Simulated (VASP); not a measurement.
Set up this calculation in VASP 6.6.1, as the native input.

```
Task                    : density of states
Functional              : LDA
Potentials or basis     : VASP PAW LDA potentials, release 64 (Se)
Cutoff                  : 520 eV
k mesh                  : 7 × 7 × 6
Occupations             : fermi-dirac, width 0.1 eV
Spin                    : no spin polarisation
Dipole correction       : no
k mesh for the DOS      : 11 × 11 × 9
Occupations for the DOS : tetrahedron
Further INCAR settings  : ALGO = Normal; EDIFF = 1e-06
```

Se:

```
CELL_PARAMETERS angstrom
4.35517 0.00000 0.00000
-2.17759 3.77169 0.00000
0.00000 0.00000 4.94945
ATOMIC_POSITIONS crystal
Se 0.78300 0.78300 0.50000
Se 0.00000 0.21700 0.83333
Se 0.21700 0.00000 0.16667
```

One way to write it, as run:

POSCAR

```
Se
1.0
    4.3551700000      0.0000000000      0.0000000000
   -2.1775850000      3.7716878578      0.0000000000
    0.0000000000      0.0000000000      4.9494500000
Se
3
Direct
    0.7830000000      0.7830000000      0.5000000000
    0.0000000000      0.2170000000      0.8333333333
    0.2170000000      0.0000000000      0.1666666667
```

INCAR.step1

```
SYSTEM = Se
  ALGO = Normal
  EDIFF = 1E-6
  ENCUT = 520
  ISIF = 2
  ISMEAR = -1
  LASPH = .TRUE.
  LCHARG = .TRUE.
  LREAL = .FALSE.
  LWAVE = .FALSE.
  NBANDS = 16
  NELM = 60
  PREC = Accurate
  SIGMA = 0.1
```

KPOINTS.step1

```
k-points
0
G
  7 7 6
  0 0 0
```

INCAR.step2

```
SYSTEM = Se
  ALGO = Normal
  EDIFF = 1E-6
  ENCUT = 520
  ICHARG = 11
  ISIF = 2
  ISMEAR = -5
  LASPH = .TRUE.
  LCHARG = .FALSE.
  LORBIT = 10
  LREAL = .FALSE.
  LWAVE = .FALSE.
  NEDOS = 2001
  NELM = 60
  PREC = Accurate
  SIGMA = 0.1
```

KPOINTS.step2

```
k-points
0
G
  11 11 9
  0 0 0
```

Potentials or basis: VASP PAW LDA potentials, release 64 (Se).

The run is started by

```sh
$ cat potpaw_LDA.64/Se/POTCAR > POTCAR
$ cp INCAR.step1 INCAR
$ cp KPOINTS.step1 KPOINTS
$ mpirun -np 1 vasp_std > vasp.out
$ cp INCAR.step2 INCAR
$ cp KPOINTS.step2 KPOINTS
$ mpirun -np 1 vasp_std > vasp.out
```

Results of the run:

* Valence electrons inside the program's atomic spheres: Se 3.79

Wall time 61 s on 1 thread of Intel(R) Xeon(R) Platinum 8259CL CPU @ 2.50GHz (Skylake/Cascade Lake), on a shared host, peak memory 0.22 GiB.
